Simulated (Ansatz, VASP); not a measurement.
Si6W: VASP beside Ansatz

```xyz
7
Lattice="3.8249 0.0000 0.0000 -1.9124 3.3125 0.0000 0.0000 0.0000 26.1211" Properties=species:S:1:pos:R:3 pbc="T T T"
Si    1.9124    1.1042    8.5000
Si    0.0000    2.2083    9.2968
Si    0.0000    2.2083   11.6622
Si    1.9124    1.1042   12.4243
Si    1.9124    1.1042   14.8176
Si    0.0000    2.2083   15.4882
W     1.9124    3.3125   18.1606
```

Alike in both runs: task single point; functional PBEsol; k mesh 9 × 9 × 1; occupations gaussian, width 0.05 eV; collinear spin.

|  | VASP | Ansatz |
| --- | --- | --- |
| version | VASP 6.6.1 | Ansatz 0.2.0 |
| potentials or method | VASP PAW PBE potentials, release 64 (Si, W_sv), cutoff 520 eV | scalar-relativistic, plane waves, PAW |
| valence electrons in the cell | 38 | 38 |

|  | VASP | Ansatz | Ansatz less VASP |
| --- | --- | --- | --- |
| gap on the k mesh at the Fermi level (eV) | none | none | - |
| rms of the force components (eV/Å) | 0.514 | 0.507 | -0.0075 |
| net moment per atom (μB) | 0.54 | 0.65 | +0.110 |
| size of the moment on the site where the two differ most (μB) | 2.88 | 3.16 | +0.277 |

The net moments are unlike, so the other rows may belong to different states. VASP's potentials were made for PBE, not for PBEsol. Site moments also hang on the region over which each program counts them. Atom by atom the forces differ by 0.039 eV/Å (rms over components). A gap of «none» marks a metal or a gap that the smearing closes. Ansatz's warnings: stability check not made, xc potential rough in thin density.

Spin-orbit coupling is off throughout.
